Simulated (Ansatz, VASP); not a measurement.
## Two plane-wave programs on TaAs

```xyz
4
Lattice="-1.7218 1.7218 5.8679 1.7218 -1.7218 5.8679 1.7218 1.7218 -5.8679" Properties=species:S:1:pos:R:3 pbc="T T T"
Ta    0.0000    0.0000    5.8676
Ta    1.7218    0.0000    2.9336
As    0.0000    0.0000    0.9698
As    0.0000    1.7218    3.9037
```

Alike in both runs: functional LDA; k mesh 11 × 11 × 11; occupations fermi-dirac, width 0.05 eV; no spin polarisation; Hubbard terms Ta d U = 6.0 eV.

|  | VASP | Ansatz |
| --- | --- | --- |
| version | VASP 6.6.1 | Ansatz 0.2.0 |
| potentials or method | VASP PAW LDA potentials, release 64 (Ta_pv, As) | Ansatz PAW |
| plane-wave cutoff (eV) | 520 | 420 |
| valence electrons in the cell | 32 | 56 |
| task | single point | band structure |

```tsv
	VASP	Ansatz	Ansatz less VASP
gap on the k mesh at the Fermi level (eV)	none	none	-
pressure (GPa)	3.1	-3.9	-7.00
traceless stress, the component that is largest in VASP (GPa)	-0.67	0.47	+1.136
rms of the force components (eV/Å)	0.013	0.018	+0.0049
```

LDA's correlation is that of Perdew and Zunger in VASP and of Perdew and Wang (1992) in Ansatz. The programs project onto different local orbitals, so the same U acts differently, and such runs can settle in different states. Atom by atom the forces differ by 0.031 eV/Å (rms over components). A gap of «none» marks a metal or a gap that the smearing closes. VASP's potentials hold 32 valence electrons a cell and Ansatz's 56, so a difference there can come from the potentials and not from the codes.

Neither program's run includes spin-orbit coupling.
